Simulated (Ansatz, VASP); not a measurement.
TlBr in VASP and in Ansatz

POSCAR

```
TlBr
1.0
    3.9461933165      0.0000000000      0.0000000000
    0.0000000000      3.9461933165      0.0000000000
    0.0000000000      0.0000000000      3.9461933165
Tl Br
1 1
Direct
    0.0000000000      0.0000000000      0.0000000000
    0.5000000000      0.5000000000      0.5000000000
```

Contents of INCAR.step1:

```
PREC = Accurate ; ENCUT = 550
ISMEAR = 0 ; SIGMA = 0.01
LREAL = False ; LASPH = True
NELM = 120 ; NBANDS = 17
GGA = PE ; ALGO = Normal
EDIFF = 1E-5 ; LWAVE = True
LCHARG = False ; GGA_COMPAT = False
```

INCAR.step2

```
PREC = Accurate ; ENCUT = 550
EDIFF = 1E-6 ; ISMEAR = 0
SIGMA = 0.01 ; LREAL = False
LASPH = True ; NELM = 120
ALGO = Normal ; ISIF = 2
LWAVE = False ; LCHARG = True
METAGGA = R2SCAN ; LMIXTAU = True
LELF = True ; LVHAR = True
NBANDS = 17 ; ISTART = 1
GGA_COMPAT = False
```

The input KPOINTS:

```
regular mesh
0
Gamma
  4 4 4
```

Input for Ansatz:

```yaml
crystal:
  lattice:
    - [3.9461933165, 0.0, 0.0]
    - [0.0, 3.9461933165, 0.0]
    - [0.0, 0.0, 3.9461933165]
  atoms:
    - { symbol: Tl, position: [0.0, 0.0, 0.0] }
    - { symbol: Br, position: [0.5, 0.5, 0.5] }
kpoints:
  mp_grid: { grid: [4, 4, 4] }
hamiltonian:
  xc: r2scan
  pseudopotentials: { kind: paw, source: ansatz }
scf:
  occupations: { method: fixed }
  n_extra_bands: 4
output:
  forces: true
  stress: true
  eigenvalues: true
```

Alike in both runs: task single point; functional r2SCAN; k mesh 4 × 4 × 4; no spin polarisation.

|  | VASP | Ansatz |
| --- | --- | --- |
| version | VASP 6.6.1 | Ansatz 0.2.0 |
| potentials or method | VASP PAW PBE potentials, release 64 (Tl_d, Br) | plane waves |
| plane-wave cutoff (eV) | 550 | 680 |
| occupations | gaussian, width 0.01 eV | fixed |
| valence electrons in the cell | 20 | 38 |

```tsv
	VASP	Ansatz	Ansatz less VASP
gap on the k mesh at the Fermi level (eV)	2.23	2.23	+0.001
pressure (GPa)	1.1	1.2	+0.04
```

VASP's potentials were made for PBE, not for r2SCAN. VASP's potentials hold 20 valence electrons a cell and Ansatz's 38, so a difference there can come from the potentials and not from the codes.

Spin-orbit coupling is off throughout.
